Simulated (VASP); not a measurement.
# ZnS (P1) in VASP: single point with r2SCAN

Aim: the single point of ZnS with r2SCAN.

All numbers are computed with VASP 6.6.1; they aren't measurements. Logs are shortened: lines on timing, memory, paths and dates and some standing lists are left out, and cuts for length are marked.

### Step 1. The cell of the first run

The typed cell holds 4 atoms: a = 3.807 Å, b = 3.807 Å, c = 6.246 Å, α = 90.00°, β = 90.00°, γ = 120.00°.

### Step 2. Single point, r2SCAN (atom 3 (S) moved -0.090 Å towards its neighbour atom 3 (S) at 3.807 Å)

POSCAR

```
ZnS
1.0
    3.8067217484      0.0000000000      0.0000000000
   -1.9033608742      3.2967177392      0.0000000000
    0.0000000000      0.0000000000      6.2457351519
Zn S
2 2
Direct
    0.3333333333      0.6666666667      0.0053880718
    0.6666666667      0.3333333333      0.5053880718
    0.3569757233      0.6903090566      0.3796119282
    0.6666666667      0.3333333333      0.8796119282
```

INCAR.step1

```
SYSTEM = ZnS
  ALGO = Normal
  EDIFF = 1E-4
  ENCUT = 520
  GGA = PE
  ISMEAR = 0
  LASPH = .True.
  LCHARG = .False.
  LREAL = .False.
  LWAVE = .True.
  NBANDS = 26
  NELM = 60
  PREC = Accurate
  SIGMA = 0.05
```

INCAR.step2

```
SYSTEM = ZnS
  ALGO = Normal
  EDIFF = 1E-6
  ENCUT = 520
  ISIF = 2
  ISMEAR = 0
  ISTART = 1
  LASPH = .True.
  LCHARG = .False.
  LMIXTAU = .True.
  LREAL = .False.
  LWAVE = .False.
  METAGGA = R2SCAN
  NBANDS = 26
  NELM = 60
  PREC = Accurate
  SIGMA = 0.05
```

KPOINTS

```
k-points
0
Gamma
  6 6 4
  0 0 0
```

Potentials or basis: VASP PAW PBE potentials, release 64 (Zn, S).

Run with:

```console
$ cat potpaw_PBE.64/Zn/POTCAR potpaw_PBE.64/S/POTCAR > POTCAR
$ cp INCAR.step1 INCAR
$ mpirun -np 1 vasp_std > vasp.out
$ cp INCAR.step2 INCAR
$ mpirun -np 1 vasp_std > vasp.out
```

OUTCAR:

```text
SYSTEM = ZnS
   EDIFF = 1E-6
   ENCUT = 520
   ISIF = 2
   ISMEAR = 0
   ISTART = 1
   LASPH = .True.
   LREAL = .False.
   METAGGA = R2SCAN
   NELM = 60
   PREC = Accurate

 ion  position               nearest neighbor table
   1  0.333  0.667  0.005-   4 2.33   4 2.33   4 2.33   3 2.34
   2  0.667  0.333  0.505-   3 2.26   3 2.34   4 2.34   3 2.41
   3  0.357  0.690  0.380-   2 2.26   2 2.34   1 2.34   2 2.41
   4  0.667  0.333  0.880-   1 2.33   1 2.33   1 2.33   2 2.34

  LATTYP: Found a hexagonal cell.
 ALAT       =     3.8067217484
 C/A-ratio  =     1.6407122886

  Lattice vectors:

 A1 = (   3.8067217484,   0.0000000000,   0.0000000000)
 A2 = (  -1.9033608742,   3.2967177392,   0.0000000000)
 A3 = (   0.0000000000,   0.0000000000,   6.2457351519)

Analysis of symmetry for initial positions (statically):
=====================================================================
 Subroutine PRICEL returns:
 Original cell was already a primitive cell.

 Routine SETGRP: Setting up the symmetry group for a
 hexagonal supercell.

 Subroutine GETGRP returns: Found  1 space group operations
 (whereof  1 operations were pure point group operations)
 out of a pool of 24 trial point group operations.

The static configuration has the point symmetry C_1 .

Analysis of symmetry for dynamics (positions and initial velocities):
=====================================================================
 Subroutine PRICEL returns:
 Original cell was already a primitive cell.

 Routine SETGRP: Setting up the symmetry group for a
 hexagonal supercell.

 Subroutine GETGRP returns: Found  1 space group operations
 (whereof  1 operations were pure point group operations)
 out of a pool of 24 trial point group operations.

The dynamic configuration has the point symmetry C_1 .

 Subroutine INISYM returns: Found  1 space group operations
 (whereof  1 operations are pure point group operations),
 and found     1 'primitive' translations

----------------------------------------------------------------------------------------

                                     Primitive cell

  volume of cell :      78.3820

  direct lattice vectors                    reciprocal lattice vectors
     3.806721748  0.000000000  0.000000000     0.262693222  0.151666002  0.000000000
    -1.903360874  3.296717739  0.000000000     0.000000000  0.303332004  0.000000000
[... 82 lines left out ...]
   ICHARG =      0    charge: 1-file 2-atom 10-const
   ISPIN  =      1    spin polarized calculation?
   LNONCOLLINEAR =      F non collinear calculations
   LSORBIT =      F    spin-orbit coupling
   LASPH  =      T    aspherical Exc in radial PAW
   ENCUT  =  520.0 eV  38.22 Ry    6.18 a.u.   7.08  7.08 11.61*2*pi/ulx,y,z
   NELM   =     60;   NELMIN=  2; NELMDL=  0     # of ELM steps
   EDIFF  = 0.1E-05   stopping-criterion for ELM
   LREAL  =      F    real-space projection
   EDIFFG = 0.1E-04   stopping-criterion for IOM
   NSW    =      0    number of steps for IOM
   IBRION =     -1    ionic relax: 0-MD 1-quasi-New 2-CG
   NFREE  =      0    steps in history (QN), initial steepest desc. (CG)
   ISIF   =      2    stress and relaxation
   ISYM   =      2    0-nonsym 1-usesym 2-fastsym
   POTIM  = 0.5000    time-step for ionic-motion
   TEBEG  =    0.0;   TEEND  =   0.0 temperature during run
   PSTRESS=    0.0 pullay stress
   NELECT =      36.0000    total number of electrons
   NUPDOWN=      -1.0000    fix difference up-down
   EMIN   =  10.00;   EMAX   =-10.00  energy-range for DOS
   EFERMI =   0.00;   METHOD = LEGACY
   ISMEAR =     0;   SIGMA  =   0.05  broadening in eV -4-tet -1-fermi 0-gaus
   EFERMI_NEDOS =   21; number of points for ismear=-14 and -15
   IALGO  =     38    algorithm
   IMIX   =      4    mixing-type and parameters
     AMIX     =   0.40;   BMIX     =  1.00
     AMIX_MAG =   1.60;   BMIX_MAG =  1.00
  volume/ion in A,a.u.               =      19.60       132.24
  Fermi-wavevector in a.u.,A,eV,Ry     =   1.263097  2.386908 21.706940  1.595415
  Thomas-Fermi vector in A             =   2.396472
   LORBIT       =      0    0 simple, 1 ext, 2 COOP (PROOUT), +10 PAW based schemes
   METAGGA = R2SCAN    functional components
   LHFCALC =     F    Hartree Fock is set to
   AEXX    =    0.0000 exact exchange contribution
   IVDW    =     0    specifies the selected vdW correction
   LEPSILON=     F    determine dielectric tensor
   LRPA    =     F    only Hartree local field effects (RPA)
 non-spin polarized calculation
 Gauss-broadening in eV      SIGMA  =   0.05
  energy-cutoff  :      520.00
  volume of cell :       78.38
 maximum number of plane-waves:      2130
   NGX = 15   NGY = 15   NGZ = 23

 number of electron      35.9999993 magnetization

 Free energy of the ion-electron system (eV)
  ---------------------------------------------------
  ext. energy  EPLUGINS =         0.00000000
  ---------------------------------------------------
  free energy    TOTEN  =       -37.69417195 eV

  energy without entropy =      -37.69417195  energy(sigma->0) =      -37.69417195

 E-fermi :   2.1301     XC(G=0): -10.3102

 val. band max:        1.9285083318   @ k =   0.0000   0.0000   0.0000
 cond. band min:       4.6992062503   @ k =   0.0000   0.0000   0.0000
 fundamental gap:      2.7706979185
 Fermi energy:         2.1301066209

 k-point     1 :       0.0000    0.0000    0.0000
  band No.  band energies     occupation
      1     -11.8390      2.00000
      2     -10.8789      2.00000
      3      -4.6575      2.00000
      4      -4.6195      2.00000
      5      -4.5890      2.00000
      6      -4.5314      2.00000
[... 685 lines left out ...]
     25      10.5998      0.00000
     26      10.9069      0.00000

 [... further k-points ...]
[... 5 lines left out ...]
  --------------------------------------------------------------------------------------
  -------------------------------------------------------------------------------------
  Total       -0.3953165      0.6408961      0.0328008     -0.2452772      0.3156747      0.1125554
  in kB       -8.0805161     13.1003147      0.6704697     -5.0136184      6.4525868      2.3007015
  external PRESSURE =       1.8967561 kB  Pullay stress =       0.0000000 kB

 VOLUME and BASIS-vectors are now :
 -----------------------------------------------------------------------------
  energy-cutoff  :      520.00
  volume of cell :       78.38
      direct lattice vectors                 reciprocal lattice vectors
     3.806721748  0.000000000  0.000000000     0.262693222  0.151666002  0.000000000
    -1.903360874  3.296717739  0.000000000     0.000000000  0.303332004  0.000000000
     0.000000000  0.000000000  6.245735152     0.000000000  0.000000000  0.160109255

 POSITION                                       TOTAL-FORCE (eV/Angst)
 -----------------------------------------------------------------------------------
     -0.00000      2.19781      0.03365         0.013310      0.024521      0.008520
      1.90336      1.09891      3.15652         0.188360      0.490410      0.052595
      0.04500      2.27575      2.37096        -0.226582     -0.564399     -0.060005
      1.90336      1.09891      5.49382         0.024912      0.049468     -0.001110
 -----------------------------------------------------------------------------------
    total drift:                               -0.001610     -0.002484      0.014537

  FREE ENERGIE OF THE ION-ELECTRON SYSTEM (eV)
  ---------------------------------------------------
  free  energy   TOTEN  =       -37.6941719492 eV

  energy  without entropy=      -37.6941719492  energy(sigma->0) =      -37.69417195
```

OSZICAR.step1:

```text
N       E                     dE             d eps       ncg     rms          rms(c)
DAV:   1     0.245187084401E+03    0.24519E+03   -0.17101E+04  3952   0.168E+03
DAV:   2     0.977972274856E+01   -0.23541E+03   -0.22494E+03  4086   0.349E+02
DAV:   3    -0.139369048191E+02   -0.23717E+02   -0.23485E+02  4760   0.111E+02
DAV:   4    -0.144986307306E+02   -0.56173E+00   -0.56050E+00  4572   0.172E+01
DAV:   5    -0.145075078135E+02   -0.88771E-02   -0.88745E-02  4852   0.213E+00    0.992E+00
DAV:   6    -0.136554057849E+02    0.85210E+00   -0.16450E+00  5934   0.373E+01    0.761E+00
DAV:   7    -0.136510492056E+02    0.43566E-02   -0.12555E+00  4160   0.657E+00    0.346E+00
DAV:   8    -0.136442759113E+02    0.67733E-02   -0.35525E-02  4950   0.178E+00    0.985E-01
DAV:   9    -0.136447304216E+02   -0.45451E-03   -0.94020E-03  5374   0.131E+00    0.232E-01
DAV:  10    -0.136448703080E+02   -0.13989E-03   -0.59164E-04  4596   0.345E-01    0.955E-02
DAV:  11    -0.136450850896E+02   -0.21478E-03   -0.31918E-04  3674   0.158E-01    0.627E-02
DAV:  12    -0.136450848570E+02    0.23259E-06   -0.22741E-05  2174   0.108E-01
   1 F= -.13645085E+02 E0= -.13645085E+02  d E =-.105803E-14
```

It took 3 min on 1 thread of Intel Xeon 6975P-C (Granite Rapids), shared host; peak memory 0.27 GiB.

Results:

| Item | Value |
| --- | --- |
| Free energy | -37.6942 eV |
| Pressure | 0.2 GPa |
| Largest force | 0.611 eV/Å |
| Band gap on the k mesh | 2.77 eV, direct |

Forces in eV/Å, atoms in the order of the input:
```
Zn   0.013  0.025  0.009
Zn   0.188  0.490  0.053
S   -0.227 -0.564 -0.060
S    0.025  0.049 -0.001
```

Stress tensor (GPa, compression positive):
```
-0.81 -0.50  0.23
-0.50  1.31  0.65
 0.23  0.65  0.07
```

Levels at points of the mesh, in eV from the valence-band top:
```tsv
k point	band 14	band 15	band 16	band 17	band 18	band 19	band 20	band 21	band 22	band 23
(0.00, 0.00, 0.00)	-1.02	-0.85	-0.10	-0.03	0.00	2.77	3.61	6.78	6.80	7.05
(0.50, 0.00, 0.00)	-4.08	-3.44	-2.33	-1.62	-0.92	3.99	4.65	5.24	7.35	8.14
(0.00, 0.50, 0.00)	-4.30	-3.28	-2.31	-1.86	-0.92	4.07	4.86	5.64	7.37	7.81
(0.50, 0.50, 0.00)	-4.20	-3.38	-2.31	-1.74	-0.92	4.03	4.75	5.43	7.35	8.00
(0.00, 0.00, 0.50)	-2.91	-0.61	-0.50	-0.49	-0.38	4.09	4.10	7.05	7.17	7.25
(0.50, 0.00, 0.50)	-4.84	-1.77	-1.73	-1.67	-1.64	3.93	4.05	5.52	5.67	9.35
(0.00, 0.50, 0.50)	-4.98	-1.73	-1.68	-1.66	-1.59	3.84	3.97	5.61	5.75	9.34
(0.50, 0.50, 0.50)	-4.97	-1.80	-1.70	-1.67	-1.55	3.93	3.94	5.62	5.64	9.36
```

Caveat: the cell differs from its parent crystal (atom 3 (S) moved -0.090 Å towards its neighbour atom 3 (S) at 3.807 Å); the PAW data sets were made with another functional, which shifts forces and pressure a little.
